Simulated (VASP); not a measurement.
Write the native input for VASP 6.6.1 that does the following.

```
Task                   : relaxation of cell and atoms
Functional             : LDA
Potentials or basis    : VASP PAW LDA potentials, release 64 (Mg, O)
Cutoff                 : 600 eV
k mesh                 : 8 × 8 × 8
Occupations            : gaussian, width 0.02 eV
Spin                   : no spin polarisation
Target pressure        : 130 GPa
Dipole correction      : no
Further INCAR settings : ALGO = Normal; EDIFF = 1e-07; IBRION = 2; EDIFFG = -0.002; NSW = 100; ISIF = 3
```

The structure of MgO2 lies in POSCAR:

```
MgO2
1.0
   -2.2358364300      2.2358364300      2.5899110000
    2.2358364300     -2.2358364300      2.5899110000
    2.2358364300      2.2358364300     -2.5899110000
Mg O
2 4
Direct
    0.2500000000      0.2500000000      0.0000000000
    0.7500000000      0.7500000000      0.0000000000
    0.1151000000      0.6151000000      0.7302000000
    0.6151000000      0.8849000000      0.5000000000
    0.8849000000      0.3849000000      0.2698000000
    0.3849000000      0.1151000000      0.5000000000
```

These files were run (other wordings do the same):

INCAR

```
ALGO     = Normal         # electronic algorithm
EDIFF    = 1E-7           # SCF threshold, eV
EDIFFG   = -0.002         # ionic threshold
ENCUT    = 600            # plane-wave cutoff, eV
GGA      = CA             # functional
IBRION   = 2              # ionic algorithm
ISIF     = 3              # what is computed and relaxed
ISMEAR   = 0              # smearing method
LASPH    = T              # aspherical terms in the spheres
LCHARG   = F              # write CHGCAR
LREAL    = F              # projectors in reciprocal space
LWAVE    = F              # write WAVECAR
NELM     = 100            # most SCF steps
NSW      = 100            # ionic steps
PREC     = Accurate       # precision mode
PSTRESS  = 1300.0       
SIGMA    = 0.02           # smearing width, eV
```

KPOINTS

```
k-points
0
Gamma
  8 8 8
```

Potentials or basis: VASP PAW LDA potentials, release 64 (Mg, O).

Run with:

```bash
$ cat potpaw_LDA.64/Mg/POTCAR potpaw_LDA.64/O/POTCAR > POTCAR
$ mpirun -np 1 vasp_std > vasp.out
```

Results of the run:

The relaxed volume is 5.75 Å³/atom, the relaxed cell is a = 3.572 Å, b = 3.572 Å, c = 3.572 Å, α = 113.92°, β = 113.92°, γ = 100.90° and the space group after relaxing (to 0.1 Å) is I4/mcm (No. 140). The energy change on relaxing (the run minimises the enthalpy) is +673.8 meV/atom, the ionic steps are 16 and the pressure after relaxing is 130.0 GPa. The band gap on the k mesh is 4.02 eV (least direct gap 5.09 eV).

Caveat: the cell is relaxed towards a set pressure, so the run minimises the enthalpy, not the energy; the volume moved by over 15 % at a fixed basis, so the end points are rough.

Run time: 3.6 min on 1 thread of Intel(R) Xeon(R) 6975P-C (Granite Rapids), with other jobs on the host, peak memory 0.23 GiB.
